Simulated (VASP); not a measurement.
**RbCl: single point with PBE**

Crystal: RbCl.

```
Rb Cl
1.0
     0.00000    3.19164    3.19164
     3.19164    0.00000    3.19164
     3.19164    3.19164    0.00000
Rb Cl
1 1
Cartesian
  0.0000 0.0000 0.0000
  3.1916 3.1916 3.1916
```

This cell differs from its parent crystal: volume changed by -10%.

```yaml
Program: VASP 6.6.1
Task: single point
Functional: PBE
Potentials_or_basis: VASP PAW PBE potentials, release 64 (Rb_sv, Cl)
Cutoff: 500 eV
k_mesh: 4 × 4 × 4
Occupations: gaussian, width 0.01 eV
Spin: no spin polarisation
```

* Pressure: 3.0 GPa
* Band gap on the k mesh: 5.31 eV, direct

Levels at points of the mesh, in eV from the valence-band top:
| k point | band 4 | band 5 | band 6 | band 7 | band 8 | band 9 | band 10 | band 11 | band 12 | band 13 |
| --- | --- | --- | --- | --- | --- | --- | --- | --- | --- | --- |
| (0.00, 0.00, 0.00) | -7.77 | -7.77 | 0.00 | 0.00 | 0.00 | 5.31 | 8.04 | 8.04 | 8.04 | 9.08 |
| (0.50, 0.00, 0.00) | -7.78 | -7.71 | -1.01 | -0.43 | -0.43 | 8.06 | 8.31 | 10.48 | 10.48 | 11.69 |
| (0.50, 0.50, 0.00) | -7.91 | -7.91 | -0.30 | -0.09 | -0.09 | 6.12 | 8.50 | 10.24 | 10.27 | 10.82 |

Wall time 22 s on 1 thread of Intel Xeon 8259CL, with other jobs on the host, peak memory 0.2 GiB.

Caveat: the k points lie up to 0.43 Å⁻¹ apart.
